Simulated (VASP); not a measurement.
## CaO: single point with PBE

CaO:

```
CELL_PARAMETERS angstrom
1.67525 0.96720 5.83042
-1.67525 0.96720 5.83042
0.00000 -1.93441 5.83042
ATOMIC_POSITIONS crystal
Ca 0.41554 0.41554 0.41554
Ca 0.58508 0.58508 0.58508
O 0.00109 0.00109 0.00109
O 0.83162 0.83162 0.83162
```

* Program: VASP 6.6.1
* Task: single point
* Functional: PBE
* Potentials or basis: VASP PAW PBE potentials, release 64 (Ca_sv, O)
* Cutoff: 520 eV
* k mesh: 6 × 6 × 6
* Occupations: gaussian, width 0.1 eV
* Spin: no spin polarisation
* Dipole correction: no
* Further INCAR settings: ALGO = Normal; EDIFF = 1e-06; NBANDS = 24

```json
{
 "Pressure": "0.4 GPa",
 "Largest force": "0.009 eV/Å",
 "Band gap on the k mesh": "3.69 eV, indirect (least direct gap 4.00 eV)"
}
```

Forces in eV/Å, atoms in the order of the input:
```
Ca   0.000  0.000  0.001
Ca   0.000  0.000 -0.009
O    0.000  0.000  0.001
O    0.000  0.000  0.007
```

Levels at points of the mesh, in eV from the valence-band top:
| k point | band 13 | band 14 | band 15 | band 16 | band 17 | band 18 | band 19 | band 20 |
| --- | --- | --- | --- | --- | --- | --- | --- | --- |
| (0.00, 0.00, 0.00) | -0.93 | -0.34 | -0.34 | 0.00 | 4.00 | 4.91 | 6.68 | 6.68 |
| (0.50, 0.00, 0.00) | -1.23 | -1.06 | -0.84 | -0.63 | 4.39 | 5.31 | 6.99 | 7.24 |
| (0.50, 0.50, 0.00) | -1.68 | -1.27 | -0.46 | -0.41 | 3.69 | 6.02 | 7.13 | 7.72 |
| (0.50, 0.50, 0.50) | -1.03 | -1.03 | -0.19 | -0.19 | 5.06 | 5.89 | 6.29 | 6.29 |

Wall time 110 s on 1 thread of Intel(R) Xeon(R) Platinum 8488C (Sapphire Rapids), with other jobs on the host, peak memory 0.33 GiB.

A k mesh can miss the band edges.
